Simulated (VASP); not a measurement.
# SnS3 (Fm-3m) in VASP: a series of runs, part 2 of 2

VASP 6.6.1. Earlier steps stand in the parts before.

### 3 Single point, PBE

This run uses another cell than the first one, of 18.49 Å³/atom, 0.990 times its volume.

Input file INCAR:

```
SYSTEM = SnS3
ALGO = Normal ; EDIFF = 1E-7
ENCUT = 520 ; GGA = PE
ISIF = 2 ; ISMEAR = -1
LASPH = .TRUE. ; LCHARG = .FALSE.
LREAL = .FALSE. ; LWAVE = .FALSE.
NBANDS = 24 ; NELM = 80
PREC = Accurate ; SIGMA = 0.02
```

Input file KPOINTS:

```
k-points
0
G
  6 6 6
  0 0 0
```

Input file POSCAR:

```
SnS3
1.0
    0.0000000000      3.3317319450      3.3317319450
    3.3317319450      0.0000000000      3.3317319450
    3.3317319450      3.3317319450      0.0000000000
Sn S
1 3
Direct
    0.0000000000      0.0000000000      0.0000000000
    0.5000000000      0.5000000000      0.5000000000
    0.2500000000      0.2500000000      0.2500000000
    0.7500000000      0.7500000000      0.7500000000
```

Potentials or basis: VASP PAW PBE potentials, release 64 (Sn_d, S).

Run with:

```
cat potpaw_PBE.64/Sn_d/POTCAR potpaw_PBE.64/S/POTCAR > POTCAR
mpirun -np 1 vasp_std > vasp.out
```

OUTCAR:

```text
SYSTEM = SnS3
   EDIFF = 1E-7
   ENCUT = 520
   GGA = PE
   ISIF = 2
   ISMEAR = -1
   LASPH = .TRUE.
   LREAL = .FALSE.
   NELM = 80
   PREC = Accurate

 ion  position               nearest neighbor table
   1  0.000  0.000  0.000-   4 2.89   4 2.89   4 2.89   3 2.89   4 2.89   3 2.89   3 2.89   3 2.89

   2  0.500  0.500  0.500-
   3  0.250  0.250  0.250-   1 2.89   1 2.89   1 2.89   1 2.89
   4  0.750  0.750  0.750-   1 2.89   1 2.89   1 2.89   1 2.89

  LATTYP: Found a face centered cubic cell.
 ALAT       =     6.6634638900

  Lattice vectors:

 A1 = (   0.0000000000,   3.3317319450,   3.3317319450)
 A2 = (   3.3317319450,   0.0000000000,   3.3317319450)
 A3 = (   3.3317319450,   3.3317319450,   0.0000000000)

Analysis of symmetry for initial positions (statically):
=====================================================================
 Subroutine PRICEL returns:
 Original cell was already a primitive cell.

 Routine SETGRP: Setting up the symmetry group for a
 face centered cubic supercell.

 Subroutine GETGRP returns: Found 48 space group operations
 (whereof 48 operations were pure point group operations)
 out of a pool of 48 trial point group operations.

The static configuration has the point symmetry O_h .

Analysis of symmetry for dynamics (positions and initial velocities):
=====================================================================
 Subroutine PRICEL returns:
 Original cell was already a primitive cell.

 Routine SETGRP: Setting up the symmetry group for a
 face centered cubic supercell.

 Subroutine GETGRP returns: Found 48 space group operations
 (whereof 48 operations were pure point group operations)
 out of a pool of 48 trial point group operations.

The dynamic configuration has the point symmetry O_h .

 Subroutine INISYM returns: Found 48 space group operations
 (whereof 48 operations are pure point group operations),
 and found     1 'primitive' translations

----------------------------------------------------------------------------------------

                                     Primitive cell

  volume of cell :      73.9674

  direct lattice vectors                    reciprocal lattice vectors
     0.000000000  3.331731945  3.331731945    -0.150072097  0.150072097  0.150072097
     3.331731945  0.000000000  3.331731945     0.150072097 -0.150072097  0.150072097
     3.331731945  3.331731945  0.000000000     0.150072097  0.150072097 -0.150072097

  length of vectors
     4.711780503  4.711780503  4.711780503     0.259932497  0.259932497  0.259932497

  position of ions in fractional coordinates (direct lattice)
     0.000000000  0.000000000  0.000000000
     0.500000000  0.500000000  0.500000000
     0.250000000  0.250000000  0.250000000
     0.750000000  0.750000000  0.750000000

  ion indices of the primitive-cell ions
   primitive index   ion index
                 1           1
                 2           2
                 3           3
                 4           4

----------------------------------------------------------------------------------------

 KPOINTS: k-points

Automatic generation of k-mesh.
 Grid dimensions read from file:
 generate k-points for:    6    6    6

 Generating k-lattice:

  Cartesian coordinates                     Fractional coordinates (reciprocal lattice)
    -0.025012016  0.025012016  0.025012016     0.166666667  0.000000000  0.000000000
     0.025012016 -0.025012016  0.025012016     0.000000000  0.166666667  0.000000000
     0.025012016  0.025012016 -0.025012016     0.000000000  0.000000000  0.166666667

  Length of vectors
     0.043322083  0.043322083  0.043322083

  Shift w.r.t. Gamma in fractional coordinates (k-lattice)
     0.000000000  0.000000000  0.000000000

 Subroutine IBZKPT returns following result:
 ===========================================

 Found     16 irreducible k-points:

 Following reciprocal coordinates:
            Coordinates               Weight
  0.000000  0.000000  0.000000      1.000000
  0.166667  0.000000  0.000000      8.000000
  0.333333  0.000000  0.000000      8.000000
  0.500000  0.000000  0.000000      4.000000
  0.166667  0.166667  0.000000      6.000000
  0.333333  0.166667  0.000000     24.000000
[... 8 lines left out ...]
 -0.333333  0.333333  0.166667     24.000000
 -0.333333  0.500000  0.166667     12.000000
   k-points           NKPTS =     16   k-points in BZ     NKDIM =     16   number of bands    NBANDS=     24
   number of dos      NEDOS =    301   number of ions     NIONS =      4
   total plane-waves  NPLWV =  46656
   dimension x,y,z NGX =    36 NGY =   36 NGZ =   36
   dimension x,y,z NGXF=    72 NGYF=   72 NGZF=   72
   ions per type =               1   3
   NGX,Y,Z   is equivalent  to a cutoff of  12.70, 12.70, 12.70 a.u.
   NGXF,Y,Z  is equivalent  to a cutoff of  25.40, 25.40, 25.40 a.u.
 SYSTEM =  SnS3
   PREC   = accura    normal or accurate (medium, high low for compatibility)
   ISTART =      0    job   : 0-new  1-cont  2-samecut
   ICHARG =      2    charge: 1-file 2-atom 10-const
   ISPIN  =      1    spin polarized calculation?
   LNONCOLLINEAR =      F non collinear calculations
   LSORBIT =      F    spin-orbit coupling
   LASPH  =      T    aspherical Exc in radial PAW
   ENCUT  =  520.0 eV  38.22 Ry    6.18 a.u.   8.76  8.76  8.76*2*pi/ulx,y,z
   NELM   =     80;   NELMIN=  2; NELMDL= -5     # of ELM steps
   EDIFF  = 0.1E-06   stopping-criterion for ELM
   LREAL  =      F    real-space projection
   EDIFFG = 0.1E-05   stopping-criterion for IOM
   NSW    =      0    number of steps for IOM
   IBRION =     -1    ionic relax: 0-MD 1-quasi-New 2-CG
   NFREE  =      0    steps in history (QN), initial steepest desc. (CG)
   ISIF   =      2    stress and relaxation
   ISYM   =      2    0-nonsym 1-usesym 2-fastsym
   POTIM  = 0.5000    time-step for ionic-motion
   TEBEG  =    0.0;   TEEND  =   0.0 temperature during run
   PSTRESS=    0.0 pullay stress
   NELECT =      32.0000    total number of electrons
   NUPDOWN=      -1.0000    fix difference up-down
   EMIN   =  10.00;   EMAX   =-10.00  energy-range for DOS
   EFERMI =   0.00;   METHOD = LEGACY
   ISMEAR =    -1;   SIGMA  =   0.02  broadening in eV -4-tet -1-fermi 0-gaus
   EFERMI_NEDOS =   21; number of points for ismear=-14 and -15
   IALGO  =     38    algorithm
   IMIX   =      4    mixing-type and parameters
     AMIX     =   0.40;   BMIX     =  1.00
     AMIX_MAG =   1.60;   BMIX_MAG =  1.00
  volume/ion in A,a.u.               =      18.49       124.79
  Fermi-wavevector in a.u.,A,eV,Ry     =   1.238164  2.339790 20.858406  1.533050
  Thomas-Fermi vector in A             =   2.372701
   LORBIT       =      0    0 simple, 1 ext, 2 COOP (PROOUT), +10 PAW based schemes
   GGA     = PE    functional components
   LHFCALC =     F    Hartree Fock is set to
   AEXX    =    0.0000 exact exchange contribution
   IVDW    =     0    specifies the selected vdW correction
   LEPSILON=     F    determine dielectric tensor
   LRPA    =     F    only Hartree local field effects (RPA)
 non-spin polarized calculation
  energy-cutoff  :      520.00
  volume of cell :       73.97
 maximum number of plane-waves:      2012
   NGX = 17   NGY = 17   NGZ = 17

 number of electron      32.0000003 magnetization

 Free energy of the ion-electron system (eV)
  ---------------------------------------------------
  ext. energy  EPLUGINS =         0.00000000
  ---------------------------------------------------
  free energy    TOTEN  =       -14.15325279 eV

  energy without entropy =      -14.14638889  energy(sigma->0) =      -14.14982084

 E-fermi :   7.5464     XC(G=0): -10.8855

 val. band max:        7.4661612424   @ k =  -0.3333   0.5000   0.1667
 cond. band min:       7.5465998681   @ k =  -0.1667   0.1667   0.0000
 fundamental gap:      0.0804386257
 Fermi energy:         7.5464124493

 k-point     1 :       0.0000    0.0000    0.0000
  band No.  band energies     occupation
      1     -13.8751      2.00000
      2     -13.8751      2.00000
      3     -13.8751      2.00000
      4     -13.8610      2.00000
      5     -13.8610      2.00000
      6      -7.7948      2.00000
[... 16 lines left out ...]
     23      12.5025      0.00000
     24      19.7906      0.00000
[... 382 lines left out ...]
      2     -13.8716      2.00000
      3     -13.8659      2.00000
      4     -13.8653      2.00000
      5     -13.8591      2.00000
      6      -5.4369      2.00000
[... 16 lines left out ...]
     23      15.8047      0.00000
     24      16.8853      0.00000

------------------------ aborting loop because EDIFF is reached ----------------------------------------

  FORCE on cell =-STRESS in cart. coord.  units (eV):
  Direction    XX          YY          ZZ          XY          YZ          ZX
  --------------------------------------------------------------------------------------
  -------------------------------------------------------------------------------------
  Total        0.2930624      0.2930624      0.2930624     -0.0000000      0.0000000      0.0000000
  in kB        6.3479075      6.3479075      6.3479075     -0.0000000      0.0000000      0.0000000
  external PRESSURE =       6.3479075 kB  Pullay stress =       0.0000000 kB

 VOLUME and BASIS-vectors are now :
 -----------------------------------------------------------------------------
  energy-cutoff  :      520.00
  volume of cell :       73.97
      direct lattice vectors                 reciprocal lattice vectors
     0.000000000  3.331731945  3.331731945    -0.150072097  0.150072097  0.150072097
     3.331731945  0.000000000  3.331731945     0.150072097 -0.150072097  0.150072097
     3.331731945  3.331731945  0.000000000     0.150072097  0.150072097 -0.150072097

 POSITION                                       TOTAL-FORCE (eV/Angst)
 -----------------------------------------------------------------------------------
      0.00000      0.00000      0.00000        -0.000000      0.000000     -0.000000
      3.33173      3.33173      3.33173        -0.000000      0.000000     -0.000000
      1.66587      1.66587      1.66587        -0.000000     -0.000000     -0.000000
      4.99760      4.99760      4.99760         0.000000     -0.000000      0.000000
 -----------------------------------------------------------------------------------
    total drift:                               -0.000000      0.000000      0.000000

  FREE ENERGIE OF THE ION-ELECTRON SYSTEM (eV)
  ---------------------------------------------------
  free  energy   TOTEN  =       -14.1532527891 eV

  energy  without entropy=      -14.1463888914  energy(sigma->0) =      -14.14982084
```

Wall time 26 s (1 thread of Intel Xeon Platinum 8259CL at 2.50GHz (Skylake/Cascade Lake), shared host); peak memory 0.2 GiB.

What came out:

| Quantity | Value |
| --- | --- |
| Free energy | -14.1533 eV |
| Pressure | 0.6 GPa |
| Band gap on the k mesh | zero (band 16 reaches 8.00 eV, above the bottom of band 17 at 5.69 eV) |

Caveat: spin-orbit coupling is left out, which moves the levels of the heavy elements.

### 4 Single point, PBE

Input file INCAR:

```
PREC = Accurate
ENCUT = 520
EDIFF = 1E-6
ISMEAR = -1
SIGMA = 0.02
LREAL = F
LASPH = T
NELM = 100
ALGO = Normal
ISIF = 2
LWAVE = F
LCHARG = T
GGA = PE
LELF = T
LVHAR = T
NBANDS = 24
```

Input file KPOINTS:

```
Automatic mesh
0
Gamma
  6 6 6
```

Input file POSCAR:

```
SnS3
1.0
    0.0000000000      3.3429123374      3.3429123374
    3.3429123374      0.0000000000      3.3429123374
    3.3429123374      3.3429123374      0.0000000000
Sn S
1 3
Direct
    0.0000000000      0.0000000000      0.0000000000
    0.5000000000      0.5000000000      0.5000000000
    0.2500000000      0.2500000000      0.2500000000
    0.7500000000      0.7500000000      0.7500000000
```

Run with:

```
cat potpaw_PBE.64/Sn_d/POTCAR potpaw_PBE.64/S/POTCAR > POTCAR
mpirun -np 1 vasp_std > vasp.out
```

Run time: 29 s. Hardware: 1 thread of Intel Xeon Platinum 8259CL at 2.50GHz (Skylake/Cascade Lake), shared host; peak memory 0.21 GiB.

It converged, with:

```yaml
Free_energy: -14.1549 eV
Pressure: -0.1 GPa
Band_gap_on_the_k_mesh: zero (band 16 reaches 7.85 eV, above the bottom of band 17 at 5.58 eV)
```

Levels at points of the mesh, in eV from the Fermi level:
```csv
k point,band 14,band 15,band 16,band 17,band 18,band 19
"(0.00, 0.00, 0.00)",-3.45,-3.45,-1.83,-1.83,-1.83,4.57
"(0.50, 0.00, 0.00)",-2.27,-1.29,0.20,0.20,1.18,3.16
"(0.50, 0.50, 0.00)",-0.89,-0.38,-0.13,0.15,0.15,4.03
```

Caveat: spin-orbit coupling is left out, which moves the levels of the heavy elements.
